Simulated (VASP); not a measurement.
The system is I.

```
I
1.0
     0.00000    2.34972    3.88360
     2.17753    0.00000    3.88360
     2.17753    2.34972    0.00000
I
1
Direct
  0.00000 0.00000 0.00000
```

This cell differs from its parent crystal: volume scaled by 0.98.

Base run:

```yaml
Program: VASP 6.6.1
Functional: PBE
Potentials_or_basis: VASP PAW PBE potentials, release 64 (I)
Cutoff: 520 eV
k_mesh: 9 × 9 × 9
Occupations: fermi-dirac, width 0.05 eV
Spin: no spin polarisation
```

Its results: pressure 1.0 GPa.

After a change of settings the same cell gave: pressure 0.5 GPa. Which change was it?
A. functional from PBE to r2SCAN
B. functional from PBE to BLYP
C. further incar settings from ALGO = Normal; EDIFF = 1e-06; NBANDS = 10 to ALGO = Normal; EDIFF = 1e-07; NBANDS = 10; dispersion from none to D3(BJ)
D. functional from PBE to PBEsol; further incar settings from ALGO = Normal; EDIFF = 1e-06; NBANDS = 10 to ALGO = Normal; EDIFF = 1e-07; NBANDS = 10

A.

Caveats: an odd number of electrons without spin polarisation forces a metal; a magnetic or distorted state may lie lower; the PAW data sets were made with another functional, which shifts forces and pressure a little (some runs).
